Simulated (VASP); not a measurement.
Runs of VASP 6.6.1 on Co. The structure is that of space group Fm-3m (No. 225), or close to it. The cells are those of the table. This isn't the form of Co at room conditions, which is hcp.

```tsv
cell	gap on the mesh (eV)	pressure (GPa)
a = 2.546 Å, angles 60.0°, 1 atom	none	(a)
a = 2.481 Å, angles 60.0°, 1 atom	none	-0.2
a = 2.378 Å, angles 60.0°, 1 atom	none	37.4
a = 2.448 Å, angles 60.0°, 1 atom	none	(b)
a = 2.413 Å, angles 60.0°, 1 atom	none	21.8
```

Alike in all rows: task single point; level BLYP; potentials or basis VASP PAW PBE potentials, release 64 (Co); no spin polarisation; k mesh 17 × 17 × 17; cutoff (eV) 600; smearing fermi-dirac 0.1 eV.

Problem. Estimate the missing entries.

Solution. (a) -14.0; (b) 9.5.

Caveats: the PAW data sets were made with another functional, which shifts forces and pressure a little; the run has no spin polarisation, though such a crystal can be magnetic; the cell stands under pressure (at least some runs); the cell stands under tension (at least some runs).

A gap of «none» marks levels without a gap at the run's occupations.
